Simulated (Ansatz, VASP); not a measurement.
# CdSe: VASP beside Ansatz

The input POSCAR:

```
CdSe
1.0
    4.4051951148      0.0000000000      0.0000000000
   -2.2025975574      3.8150108780      0.0000000000
    0.0000000000      0.0000000000      7.1785192494
Cd Se
2 2
Direct
    0.3333333333      0.6666666667      0.0044222387
    0.6666666667      0.3333333333      0.5044222387
    0.3333333333      0.6666666667      0.3805777613
    0.6666666667      0.3333333333      0.8805777613
```

INCAR.step1

```
SYSTEM = CdSe
ALGO = Normal
EDIFF = 1E-4
ENCUT = 520
GGA = PE
ISMEAR = 0
LASPH = .True.
LCHARG = .False.
LREAL = .False.
LWAVE = .True.
NBANDS = 26
NELM = 60
PREC = Accurate
SIGMA = 0.01
```

Contents of INCAR.step2:

```
SYSTEM = CdSe
ALGO = Normal
EDIFF = 1E-7
ENCUT = 520
ISIF = 2
ISMEAR = 0
ISTART = 1
LASPH = .True.
LCHARG = .False.
LMIXTAU = .True.
LREAL = .False.
LWAVE = .False.
METAGGA = R2SCAN
NBANDS = 26
NELM = 60
PREC = Accurate
SIGMA = 0.01
```

File KPOINTS:

```
k-points
0
Gamma
  6 6 4
  0 0 0
```

Input for Ansatz:

```yaml
crystal:
  lattice:
    - [4.40519511481, 0.0, 0.0]
    - [-2.20259755741, 3.81501087805, 0.0]
    - [0.0, 0.0, 7.17851924945]
  atoms:
    - { symbol: Cd, position: [0.333333333333, 0.666666666667, 0.004422238673] }
    - { symbol: Cd, position: [0.666666666667, 0.333333333333, 0.504422238673] }
    - { symbol: Se, position: [0.333333333333, 0.666666666667, 0.380577761327] }
    - { symbol: Se, position: [0.666666666667, 0.333333333333, 0.880577761327] }
kpoints:
  mp_grid: { grid: [6, 6, 4] }
scf:
  occupations: { method: fixed }
  convergence: { dr2_threshold: 1.0e-10 }
hamiltonian:
  xc: r2scan
  pseudopotentials: { kind: paw }
output:
  forces: true
  stress: true
  eigenstates:
    kpoints:
      - [0.0, 0.0, 0.0]
      - [0.0, 0.0, -0.5]
      - [-0.5, 0.0, 0.0]
      - [-0.5, 0.5, 0.0]
      - [0.0, -0.5, 0.0]
      - [-0.5, 0.0, -0.5]
      - [-0.5, 0.5, -0.5]
      - [0.0, -0.5, -0.5]
  eigenvalues: true
```

Alike in both runs: task single point; functional r2SCAN; k mesh 6 × 6 × 4; no spin polarisation.

|  | VASP | Ansatz |
| --- | --- | --- |
| version | VASP 6.6.1 | Ansatz 0.2.0 |
| potentials or method | VASP PAW PBE potentials, release 64 (Cd, Se) | PAW with Ansatz's default frozen-core files, scalar-relativistic |
| plane-wave cutoff (eV) | 520 | 500 |
| occupations | gaussian, width 0.01 eV | fixed |
| valence electrons in the cell | 36 | 72 |

|  | VASP | Ansatz | Ansatz less VASP |
| --- | --- | --- | --- |
| gap on the k mesh at the Fermi level (eV) | 0.99 | 1.00 | +0.012 |
| pressure (GPa) | -1.8 | -2.0 | -0.20 |

VASP's potentials were made for PBE, not for r2SCAN. VASP's potentials hold 36 valence electrons a cell and Ansatz's 72, so a difference there can come from the potentials and not from the codes.
